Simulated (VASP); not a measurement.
A run of VASP 6.6.1 is set up as follows.

Contents of INCAR:

```
SYSTEM = Rb
PREC = Accurate
ENCUT = 600
EDIFF = 1E-6
ISMEAR = 0
SIGMA = 0.1
LREAL = .False.
LASPH = .True.
NELM = 100
ALGO = Normal
ISIF = 3
LWAVE = .False.
LCHARG = .False.
GGA = PE
IBRION = 2
NSW = 100
EDIFFG = -0.01
```

KPOINTS

```
regular mesh
0
Gamma
  9 9 8
  0 0 0
```

Contents of POSCAR:

```
Rb
1.0
    7.0599988136      0.0000000000      0.0000000000
   -3.5299994068      6.1141383232      0.0000000000
    0.0000000000      0.0000000000      6.0181020369
Rb
3
Direct
    0.3333333333      0.6666666667      0.5000000000
    0.0000000000      0.0000000000      0.0000000000
    0.6666666667      0.3333333333      0.5000000000
```

Potentials or basis: VASP PAW PBE potentials, release 64 (Rb_sv).

Launch:

```console
$ cat potpaw_PBE.64/Rb_sv/POTCAR > POTCAR
$ mpirun -np 1 vasp_std > vasp.out
```

Task: Estimate the relaxed volume.

Result: 91.85 Å³/atom.

Task: Predict the relaxed cell.

Result: a = 8.095 Å, b = 8.095 Å, c = 4.855 Å, α = 90.00°, β = 90.00°, γ = 120.00°.

Task: Estimate the space group after relaxing (to 0.05 Å).

Result: P6/mmm (No. 191).

Step by step:
```tsv
step	energy change (eV)	largest force (eV/Å)	pressure (GPa)	volume (Å³)
1	0.0000	0.0000	0.39	259.78
2	-0.0446	0.0000	0.26	267.61
3	-0.1358	0.0000	-0.03	291.27
4	-0.1548	0.0000	-0.37	338.85
5	-0.1702	0.0000	-0.26	318.34
6	-0.2080	0.0000	-0.22	309.40
7	-0.2369	0.0000	-0.18	299.37
8	-0.2367	0.0000	-0.02	277.71
9	-0.2484	0.0000	-0.13	290.25
10	-0.2488	0.0000	-0.12	288.46
11	-0.2544	0.0000	-0.04	279.74
12	-0.2552	0.0000	0.00	275.56
```
